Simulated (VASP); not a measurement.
Here is a VASP 6.6.1 calculation.

Contents of INCAR:

```
SYSTEM = LiF
PREC = Accurate
ENCUT = 520
EDIFF = 1E-6
ISMEAR = 0
SIGMA = 0.05
LREAL = .FALSE.
LASPH = .TRUE.
NELM = 60
ALGO = Normal
ISIF = 2
LWAVE = .FALSE.
LCHARG = .TRUE.
GGA = PE
LELF = .TRUE.
LVHAR = .TRUE.
NBANDS = 18
```

Contents of KPOINTS:

```
Automatic mesh
0
G
  9 9 6
  0 0 0
```

File POSCAR:

```
LiF
1.0
    3.0774506209      0.0000000000      0.0000000000
   -1.5387253104      2.6651504166      0.0000000000
    0.0000000000      0.0000000000      5.0574823504
Li F
2 2
Direct
    0.3333333333      0.6666666667      0.3606709794
    0.6666666667      0.3333333333      0.8606709794
    0.3333333333      0.6666666667      0.9939266766
    0.6666666667      0.3333333333      0.4939266766
```

Potentials or basis: VASP PAW PBE potentials, release 64 (Li_sv, F).

Launch:

```console
$ cat potpaw_PBE.64/Li_sv/POTCAR potpaw_PBE.64/F/POTCAR > POTCAR
$ mpirun -np 1 vasp_std > vasp.out
```

Predict the largest force.

0.171 eV/Å.

What does it give for the band gap on the k mesh?

7.64 eV, direct.

Forces in eV/Å, atoms in the order of the input:
```
Li   0.000  0.000  0.171
Li   0.000  0.000  0.171
F    0.000  0.000 -0.171
F    0.000  0.000 -0.171
```

 A k mesh can miss the band edges.
